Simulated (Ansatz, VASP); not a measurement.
**Two plane-wave programs on CeMgB**

```xyz
9
Lattice="3.5262 6.1075 0.0000 -3.5262 6.1075 0.0000 0.0000 0.0000 4.2612" Properties=species:S:1:pos:R:3 pbc="T T T"
B     0.0000    0.0000    0.0000
B    -0.0004    4.0719    2.1306
B     0.0004    8.1431    2.1306
Mg    1.8139    6.1075    2.1306
Mg    0.8562    1.4829    2.1306
Mg   -2.6700    4.6246    2.1306
Ce   -0.5473    6.1075    0.0000
Ce    2.0367    3.5277    0.0000
Ce   -1.4895    2.5798    0.0000
```

Alike in both runs: task single point; functional PBEsol; k mesh 3 × 3 × 4; occupations tetrahedron; no spin polarisation; Hubbard terms Ce f U = 2.0 eV.

|  | VASP | Ansatz |
| --- | --- | --- |
| version | VASP 6.6.1 | Ansatz 0.2.0 |
| potentials or method | VASP PAW PBE potentials, release 64 (B, Mg, Ce), cutoff 520 eV | PAW plane waves |
| valence electrons in the cell | 51 | 75 |

```csv
,VASP,Ansatz,Ansatz less VASP
gap on the k mesh at the Fermi level (eV),none,none,-
pressure (GPa),-9.5,-9.3,+0.17
"traceless stress, the component that is largest in VASP (GPa)",-1.08,-1.03,+0.053
rms of the force components (eV/Å),0.123,0.125,+0.0020
```

VASP's potentials were made for PBE, not for PBEsol. The programs project onto different local orbitals, so the same U acts differently, and such runs can settle in different states. Atom by atom the forces differ by 0.004 eV/Å (rms over components). A gap of «none» marks a metal or a gap that the smearing closes. VASP's potentials hold 51 valence electrons a cell and Ansatz's 75, so a difference there can come from the potentials and not from the codes. Ansatz's warnings: band table not solved further, filled band counts differ across k points, tetrahedron derivatives may miss energy slope.

The k mesh is coarse, so the values compare programs but aren't converged. Spin-orbit coupling is off throughout.
